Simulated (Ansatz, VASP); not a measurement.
# SrSb2Pt4: VASP beside Ansatz

```xyz
7
Lattice="4.5836 0.0000 0.0000 -2.2918 3.9695 0.0000 0.0000 -2.6463 8.0670" Properties=species:S:1:pos:R:3 pbc="T T T"
Sr    0.0000    0.0000    0.0000
Pt    0.0000    0.0000    3.4273
Pt    2.2918    1.3232    4.6397
Pt    0.0000    2.6463    2.4402
Pt    2.2918   -1.3232    5.6268
Sb    0.0000    0.0000    6.0474
Sb    2.2918    1.3232    2.0196
```

Alike in both runs: functional r2SCAN; k mesh 6 × 6 × 6; no spin polarisation.

Ansatz relaxed the structure, and its values are those at the end. VASP's run is a single point on that final structure, the one shown.

```csv
,VASP,Ansatz
version,VASP 6.6.1,Ansatz 0.2.0
potentials or method,"VASP PAW PBE potentials, release 64 (Sr_sv, Pt, Sb), cutoff 520 eV",PAW plane waves
occupations,"fermi-dirac, width 0.1 eV",fermi-dirac
valence electrons in the cell,60,112
```

```csv
,VASP,Ansatz,Ansatz less VASP
pressure (GPa),-1.4,-1.5,-0.12
rms of the force components (eV/Å),0.006,0.002,-0.0040
```

VASP's potentials were made for PBE, not for r2SCAN. VASP's potentials hold 60 valence electrons a cell and Ansatz's 112, so a difference there can come from the potentials and not from the codes. Ansatz's warnings: stress scf threshold loose, structure snapped to symmetry.

Neither program's run includes spin-orbit coupling.
